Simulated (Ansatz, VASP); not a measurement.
## Two plane-wave programs on Ba3Bi2

```
Ba Bi
1.0
     5.02160    0.00000    0.00000
     0.00000    5.02160    0.00000
     0.00000    0.00000    9.63742
Ba Bi
3 2
Direct
  0.00000 0.50000 0.35918
  0.50000 0.00000 0.64082
  0.50000 0.50000 0.00000
  0.50000 0.00000 0.26432
  0.00000 0.50000 0.73568
```

Change from the starting cell: species swapped into the Er2Se3 type (P-4m2, No. 115).

Alike in both runs: functional PBE; k mesh 6 × 6 × 4; occupations gaussian, width 0.1 eV; no spin polarisation.

Ansatz relaxed the structure, and its values are those at the end. VASP's run is a single point on that final structure, the one shown.

```csv
,VASP,Ansatz
version,VASP 6.6.1,Ansatz 0.2.0
potentials or method,"VASP PAW PBE potentials, release 64 (Ba_sv, Bi_d), cutoff 520 eV","scalar-relativistic, plane waves, PAW"
valence electrons in the cell,60,60
```

```tsv
	VASP	Ansatz	Ansatz less VASP
gap on the k mesh at the Fermi level (eV)	none	none	-
pressure (GPa)	0.2	0.0	-0.20
```

A gap of «none» marks a metal or a gap that the smearing closes.

Spin-orbit coupling is off throughout.
